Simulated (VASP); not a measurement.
# AlN (F-43m) in VASP: notebook

Aim: see how the results for AlN move with the level of theory and the settings. Levels: PBE, BLYP. Tasks: single point.

Everything below comes from runs of VASP 6.6.1. Logs are shortened: lines on timing, memory, paths and dates and some standing lists are left out, and cuts for length are marked.

**1. The cell of the first run**

The structure is cubic, space group F-43m (No. 216). Conventional cell: a = 4.368 Å, b = 4.368 Å, c = 4.368 Å, α = 90.00°, β = 90.00°, γ = 90.00°. Within 2.5 Å of Al (site symmetry -43m) lie 4 N at 1.89 Å. Within 2.5 Å of N (site symmetry -43m) lie 4 Al at 1.89 Å.

**2. Single point, PBE**

File INCAR:

```
SYSTEM = AlN
ALGO     = Normal         ! electronic algorithm
EDIFF    = 1E-6           ! SCF threshold, eV
ENCUT    = 520            ! plane-wave cutoff, eV
GGA      = PE             ! functional
ISIF     = 2              ! what is computed and relaxed
ISMEAR   = 0              ! smearing method
LASPH    = .TRUE.         ! aspherical terms in the spheres
LCHARG   = .FALSE.        ! write CHGCAR
LREAL    = .FALSE.        ! projectors in reciprocal space
LWAVE    = .FALSE.        ! write WAVECAR
NBANDS   = 11             ! bands
NELM     = 60             ! most SCF steps
PREC     = Accurate       ! precision mode
SIGMA    = 0.028000000000000004 ! smearing width, eV
```

File KPOINTS:

```
k-points
0
G
  10 10 10
  0 0 0
```

File POSCAR:

```
AlN
1.0
    0.0000000000      2.1839935596      2.1839935596
    2.1839935596      0.0000000000      2.1839935596
    2.1839935596      2.1839935596      0.0000000000
Al N
1 1
Direct
    0.0000000000      0.0000000000      0.0000000000
    0.2500000000      0.2500000000      0.2500000000
```

Potentials or basis: VASP PAW PBE potentials, release 64 (Al, N).

Launch:

```console
$ cat potpaw_PBE.64/Al/POTCAR potpaw_PBE.64/N/POTCAR > POTCAR
$ mpirun -np 1 vasp_std > vasp.out
```

OUTCAR:

```text
SYSTEM = AlN
   EDIFF = 1E-6
   ENCUT = 520
   GGA = PE
   ISIF = 2
   ISMEAR = 0
   LASPH = .TRUE.
   LREAL = .FALSE.
   NELM = 60
   PREC = Accurate

 ion  position               nearest neighbor table
   1  0.000  0.000  0.000-   2 1.89   2 1.89   2 1.89   2 1.89
   2  0.250  0.250  0.250-   1 1.89   1 1.89   1 1.89   1 1.89

  LATTYP: Found a face centered cubic cell.
 ALAT       =     4.3679871192

  Lattice vectors:

 A1 = (   0.0000000000,   2.1839935596,   2.1839935596)
 A2 = (   2.1839935596,   0.0000000000,   2.1839935596)
 A3 = (   2.1839935596,   2.1839935596,   0.0000000000)

Analysis of symmetry for initial positions (statically):
=====================================================================
 Subroutine PRICEL returns:
 Original cell was already a primitive cell.

 Routine SETGRP: Setting up the symmetry group for a
 face centered cubic supercell.

 Subroutine GETGRP returns: Found 24 space group operations
 (whereof 24 operations were pure point group operations)
 out of a pool of 48 trial point group operations.

The static configuration has the point symmetry T_d .

Analysis of symmetry for dynamics (positions and initial velocities):
=====================================================================
 Subroutine PRICEL returns:
 Original cell was already a primitive cell.

 Routine SETGRP: Setting up the symmetry group for a
 face centered cubic supercell.

 Subroutine GETGRP returns: Found 24 space group operations
 (whereof 24 operations were pure point group operations)
 out of a pool of 48 trial point group operations.

The dynamic configuration has the point symmetry T_d .

 Subroutine INISYM returns: Found 24 space group operations
 (whereof 24 operations are pure point group operations),
 and found     1 'primitive' translations

----------------------------------------------------------------------------------------

                                     Primitive cell

  volume of cell :      20.8345

  direct lattice vectors                    reciprocal lattice vectors
     0.000000000  2.183993560  2.183993560    -0.228938404  0.228938404  0.228938404
     2.183993560  0.000000000  2.183993560     0.228938404 -0.228938404  0.228938404
     2.183993560  2.183993560  0.000000000     0.228938404  0.228938404 -0.228938404

  length of vectors
     3.088633312  3.088633312  3.088633312     0.396532948  0.396532948  0.396532948

  position of ions in fractional coordinates (direct lattice)
     0.000000000  0.000000000  0.000000000
     0.250000000  0.250000000  0.250000000

  ion indices of the primitive-cell ions
   primitive index   ion index
                 1           1
                 2           2

----------------------------------------------------------------------------------------

 KPOINTS: k-points

Automatic generation of k-mesh.
 Grid dimensions read from file:
 generate k-points for:   10   10   10

 Generating k-lattice:

  Cartesian coordinates                     Fractional coordinates (reciprocal lattice)
    -0.022893840  0.022893840  0.022893840     0.100000000  0.000000000  0.000000000
     0.022893840 -0.022893840  0.022893840     0.000000000  0.100000000  0.000000000
     0.022893840  0.022893840 -0.022893840     0.000000000  0.000000000  0.100000000

  Length of vectors
     0.039653295  0.039653295  0.039653295

  Shift w.r.t. Gamma in fractional coordinates (k-lattice)
     0.000000000  0.000000000  0.000000000

 Subroutine IBZKPT returns following result:
 ===========================================

 Found     47 irreducible k-points:

 Following reciprocal coordinates:
            Coordinates               Weight
  0.000000  0.000000  0.000000      1.000000
  0.100000  0.000000  0.000000      8.000000
  0.200000  0.000000  0.000000      8.000000
  0.300000  0.000000  0.000000      8.000000
  0.400000  0.000000  0.000000      8.000000
  0.500000  0.000000  0.000000      4.000000
[... 16 lines left out ...]
  0.300000  0.300000  0.000000      6.000000
  0.400000  0.300000  0.000000     24.000000
 [... further k-points ...]
   k-points           NKPTS =     47   k-points in BZ     NKDIM =     47   number of bands    NBANDS=     11
   number of dos      NEDOS =    301   number of ions     NIONS =      2
   total plane-waves  NPLWV =  13824
   dimension x,y,z NGX =    24 NGY =   24 NGZ =   24
   dimension x,y,z NGXF=    48 NGYF=   48 NGZF=   48
   ions per type =               1   1
   NGX,Y,Z   is equivalent  to a cutoff of  12.92, 12.92, 12.92 a.u.
   NGXF,Y,Z  is equivalent  to a cutoff of  25.84, 25.84, 25.84 a.u.
 SYSTEM =  AlN
   PREC   = accura    normal or accurate (medium, high low for compatibility)
   ISTART =      0    job   : 0-new  1-cont  2-samecut
   ICHARG =      2    charge: 1-file 2-atom 10-const
   ISPIN  =      1    spin polarized calculation?
   LNONCOLLINEAR =      F non collinear calculations
   LSORBIT =      F    spin-orbit coupling
   LASPH  =      T    aspherical Exc in radial PAW
   ENCUT  =  520.0 eV  38.22 Ry    6.18 a.u.   5.74  5.74  5.74*2*pi/ulx,y,z
   NELM   =     60;   NELMIN=  2; NELMDL= -5     # of ELM steps
   EDIFF  = 0.1E-05   stopping-criterion for ELM
   LREAL  =      F    real-space projection
   EDIFFG = 0.1E-04   stopping-criterion for IOM
   NSW    =      0    number of steps for IOM
   IBRION =     -1    ionic relax: 0-MD 1-quasi-New 2-CG
   NFREE  =      0    steps in history (QN), initial steepest desc. (CG)
   ISIF   =      2    stress and relaxation
   ISYM   =      2    0-nonsym 1-usesym 2-fastsym
   POTIM  = 0.5000    time-step for ionic-motion
   TEBEG  =    0.0;   TEEND  =   0.0 temperature during run
   PSTRESS=    0.0 pullay stress
   NELECT =       8.0000    total number of electrons
   NUPDOWN=      -1.0000    fix difference up-down
   EMIN   =  10.00;   EMAX   =-10.00  energy-range for DOS
   EFERMI =   0.00;   METHOD = LEGACY
   ISMEAR =     0;   SIGMA  =   0.03  broadening in eV -4-tet -1-fermi 0-gaus
   EFERMI_NEDOS =   21; number of points for ismear=-14 and -15
   IALGO  =     38    algorithm
   IMIX   =      4    mixing-type and parameters
     AMIX     =   0.40;   BMIX     =  1.00
     AMIX_MAG =   1.60;   BMIX_MAG =  1.00
  volume/ion in A,a.u.               =      10.42        70.30
  Fermi-wavevector in a.u.,A,eV,Ry     =   1.189899  2.248583 19.263943  1.415860
  Thomas-Fermi vector in A             =   2.325996
   LORBIT       =      0    0 simple, 1 ext, 2 COOP (PROOUT), +10 PAW based schemes
   GGA     = PE    functional components
   LHFCALC =     F    Hartree Fock is set to
   AEXX    =    0.0000 exact exchange contribution
   IVDW    =     0    specifies the selected vdW correction
   LEPSILON=     F    determine dielectric tensor
   LRPA    =     F    only Hartree local field effects (RPA)
 non-spin polarized calculation
 Gauss-broadening in eV      SIGMA  =   0.03
  energy-cutoff  :      520.00
  volume of cell :       20.83
 maximum number of plane-waves:       571
   NGX = 11   NGY = 11   NGZ = 11

 number of electron       8.0000000 magnetization

 Free energy of the ion-electron system (eV)
  ---------------------------------------------------
  ext. energy  EPLUGINS =         0.00000000
  ---------------------------------------------------
  free energy    TOTEN  =       -14.84044915 eV

  energy without entropy =      -14.84044915  energy(sigma->0) =      -14.84044915

 E-fermi :   6.1218     XC(G=0): -10.9337

 val. band max:        5.9700078204   @ k =   0.0000   0.0000   0.0000
 cond. band min:       9.2877574328   @ k =   0.5000   0.5000   0.0000
 fundamental gap:      3.3177496124
 Fermi energy:         6.1218373500

 k-point     1 :       0.0000    0.0000    0.0000
  band No.  band energies     occupation
      1      -9.0107      2.00000
      2       5.9700      2.00000
      3       5.9700      2.00000
      4       5.9700      2.00000
      5      10.1659      0.00000
      6      18.5304      0.00000
      7      18.5304      0.00000
      8      18.5304      0.00000
      9      23.6587      0.00000
     10      23.6587      0.00000
     11      25.0606      0.00000

 k-point     2 :       0.1000    0.0000    0.0000
  band No.  band energies     occupation
      1      -8.8643      2.00000
      2       5.1589      2.00000
      3       5.9184      2.00000
      4       5.9184      2.00000
      5      10.8264      0.00000
      6      18.1418      0.00000
      7      18.6642      0.00000
      8      18.6642      0.00000
      9      22.4023      0.00000
     10      22.4023      0.00000
     11      24.2720      0.00000

 k-point     3 :       0.2000    0.0000    0.0000
  band No.  band energies     occupation
      1      -8.4479      2.00000
      2       3.5547      2.00000
      3       5.7897      2.00000
      4       5.7898      2.00000
      5      11.9510      0.00000
      6      17.3408      0.00000
      7      18.5942      0.00000
      8      18.5942      0.00000
      9      21.8709      0.00000
     10      21.8709      0.00000
     11      23.4021      0.00000

 k-point     4 :       0.3000    0.0000    0.0000
  band No.  band energies     occupation
      1      -7.8427      2.00000
      2       1.9095      2.00000
      3       5.6423      2.00000
      4       5.6423      2.00000
      5      12.7944      0.00000
      6      16.5810      0.00000
      7      17.9334      0.00000
      8      17.9334      0.00000
      9      22.9299      0.00000
     10      22.9299      0.00000
     11      23.2134      0.00000

 k-point     5 :       0.4000    0.0000    0.0000
  band No.  band energies     occupation
      1      -7.2374      2.00000
      2       0.6254      2.00000
      3       5.5311      2.00000
      4       5.5311      2.00000
      5      13.2244      0.00000
      6      16.0399      0.00000
      7      17.3355      0.00000
      8      17.3355      0.00000
      9      23.6351      0.00000
     10      24.7620      0.00000
     11      24.7620      0.00000
[... 211 lines left out ...]
 k-point    21 :      -0.3000    0.2000    0.0000
  band No.  band energies     occupation
      1      -7.0830      2.00000
      2       1.3688      2.00000
      3       3.7767      2.00000
      4       5.4514      2.00000
      5      13.8606      0.00000
      6      15.0324      0.00000
      7      17.7544      0.00000
      8      18.2813      0.00000
      9      22.3684      0.00000
     10      24.6889      0.00000
     11      27.2734      0.00000

 k-point    22 :      -0.2000    0.2000    0.0000
  band No.  band energies     occupation
      1      -7.6439      2.00000
      2       2.2126      2.00000
      3       4.2802      2.00000
      4       5.7160      2.00000
      5      13.5310      0.00000
      6      15.9286      0.00000
      7      17.3716      0.00000
      8      18.4727      0.00000
      9      20.9470      0.00000
     10      24.4163      0.00000
     11      27.3298      0.00000

 k-point    23 :       0.3000    0.3000    0.0000
  band No.  band energies     occupation
      1      -7.4667      2.00000
      2       2.4554      2.00000
      3       4.7310      2.00000
      4       4.7310      2.00000
      5      11.3000      0.00000
      6      15.6729      0.00000
      7      17.8534      0.00000
      8      20.4723      0.00000
      9      20.4723      0.00000
     10      26.3556      0.00000
     11      29.7456      0.00000

 k-point    24 :       0.4000    0.3000    0.0000
  band No.  band energies     occupation
      1      -7.0039      2.00000
      2       1.8217      2.00000
      3       4.2689      2.00000
      4       4.5674      2.00000
      5      10.8859      0.00000
      6      15.5056      0.00000
      7      18.2228      0.00000
      8      20.5588      0.00000
      9      21.0687      0.00000
     10      27.2834      0.00000
     11      29.5348      0.00000

 [... further k-points ...]

------------------------ aborting loop because EDIFF is reached ----------------------------------------

  FORCE on cell =-STRESS in cart. coord.  units (eV):
  Direction    XX          YY          ZZ          XY          YZ          ZX
  --------------------------------------------------------------------------------------
  -------------------------------------------------------------------------------------
  Total        0.5961647      0.5961647      0.5961647     -0.0000000      0.0000000     -0.0000000
  in kB       45.8450835     45.8450835     45.8450835     -0.0000000      0.0000000     -0.0000000
  external PRESSURE =      45.8450835 kB  Pullay stress =       0.0000000 kB

 VOLUME and BASIS-vectors are now :
 -----------------------------------------------------------------------------
  energy-cutoff  :      520.00
  volume of cell :       20.83
      direct lattice vectors                 reciprocal lattice vectors
     0.000000000  2.183993560  2.183993560    -0.228938404  0.228938404  0.228938404
     2.183993560  0.000000000  2.183993560     0.228938404 -0.228938404  0.228938404
     2.183993560  2.183993560  0.000000000     0.228938404  0.228938404 -0.228938404

 POSITION                                       TOTAL-FORCE (eV/Angst)
 -----------------------------------------------------------------------------------
      0.00000      0.00000      0.00000         0.000000     -0.000000     -0.000000
      1.09200      1.09200      1.09200        -0.000000      0.000000      0.000000
 -----------------------------------------------------------------------------------
    total drift:                                0.000000      0.000000      0.000000

  FREE ENERGIE OF THE ION-ELECTRON SYSTEM (eV)
  ---------------------------------------------------
  free  energy   TOTEN  =       -14.8404491513 eV

  energy  without entropy=      -14.8404491513  energy(sigma->0) =      -14.84044915
```

Wall time 9.3 s (1 thread of Intel Xeon 6975P-C, shared host); peak memory 0.13 GiB.

What came out:

- Free energy: -14.8404 eV
- Pressure: 4.6 GPa
- Band gap on the k mesh: 3.32 eV, indirect (least direct gap 4.20 eV)

Levels at points of the mesh, in eV from the valence-band top:
| k point | band 1 | band 2 | band 3 | band 4 | band 5 | band 6 | band 7 | band 8 | band 9 |
| --- | --- | --- | --- | --- | --- | --- | --- | --- | --- |
| (0.00, 0.00, 0.00) | -14.98 | 0.00 | 0.00 | 0.00 | 4.20 | 12.56 | 12.56 | 12.56 | 17.69 |
| (0.50, 0.00, 0.00) | -12.93 | -5.85 | -0.48 | -0.48 | 7.38 | 9.86 | 11.15 | 11.15 | 17.99 |
| (0.50, 0.50, 0.00) | -12.30 | -4.90 | -1.77 | -1.77 | 3.32 | 8.62 | 13.96 | 15.73 | 15.73 |

A k mesh can miss the band edges.

**3. Single point, PBE**

File INCAR:

```
PREC = Accurate
ENCUT = 520
EDIFF = 1E-6
ISMEAR = 0
SIGMA = 0.011
LREAL = False
LASPH = True
NELM = 100
ALGO = Normal
ISIF = 2
LWAVE = False
LCHARG = False
GGA = PE
NBANDS = 11
```

File KPOINTS:

```
regular mesh
0
Gamma
  10 10 10
```

POSCAR is that of step 2.

Potentials or basis: VASP PAW PBE potentials, release 64 (Al, N).

Launch:

```console
$ cat potpaw_PBE.64/Al/POTCAR potpaw_PBE.64/N/POTCAR > POTCAR
$ mpirun -np 1 vasp_std > vasp.out
```

Wall time 10 s (1 thread of Intel Xeon 6975P-C, shared host); peak memory 0.14 GiB.

The run converged. Its results:

```
Free energy            : -14.8404 eV
Pressure               : 4.6 GPa
Band gap on the k mesh : 3.32 eV, indirect (least direct gap 4.20 eV)
```

Levels at points of the mesh, in eV from the valence-band top:
```tsv
k point	band 1	band 2	band 3	band 4	band 5	band 6	band 7	band 8
(0.00, 0.00, 0.00)	-14.98	0.00	0.00	0.00	4.20	12.56	12.56	12.56
(0.50, 0.00, 0.00)	-12.93	-5.85	-0.48	-0.48	7.38	9.86	11.15	11.15
(0.50, 0.50, 0.00)	-12.30	-4.90	-1.77	-1.77	3.32	8.62	13.96	15.73
```

A k mesh can miss the band edges.

**4. Single point, PBE**

File INCAR:

```
PREC = Accurate ; ENCUT = 520
EDIFF = 1E-6 ; ISMEAR = 0
SIGMA = 0.018000000000000002 ; LREAL = F
LASPH = T ; NELM = 60
ALGO = Normal ; ISIF = 2
LWAVE = F ; LCHARG = T
GGA = PE ; LELF = T
LVHAR = T ; NBANDS = 11
```

File KPOINTS:

```
Automatic mesh
0
Gamma
  10 10 10
```

POSCAR is that of step 3.

Launch:

```console
$ cat potpaw_PBE.64/Al/POTCAR potpaw_PBE.64/N/POTCAR > POTCAR
$ mpirun -np 1 vasp_std > vasp.out
```

Run time: 11 s. Hardware: 1 thread of Intel Xeon 6975P-C, shared host; peak memory 0.14 GiB.

Results (log left out):

```
Free energy            : -14.8404 eV
Pressure               : 4.6 GPa
Band gap on the k mesh : 3.32 eV, indirect (least direct gap 4.20 eV)
```

Levels at points of the mesh, in eV from the valence-band top:
```tsv
k point	band 2	band 3	band 4	band 5	band 6	band 7
(0.00, 0.00, 0.00)	0.00	0.00	0.00	4.20	12.56	12.56
(0.50, 0.00, 0.00)	-5.85	-0.48	-0.48	7.38	9.86	11.15
(0.50, 0.50, 0.00)	-4.90	-1.77	-1.77	3.32	8.62	13.96
```

A k mesh can miss the band edges. Expect the measured gap to be larger: semilocal functionals such as PBE lack the derivative discontinuity.

(Part 1 of 2 ends here.)
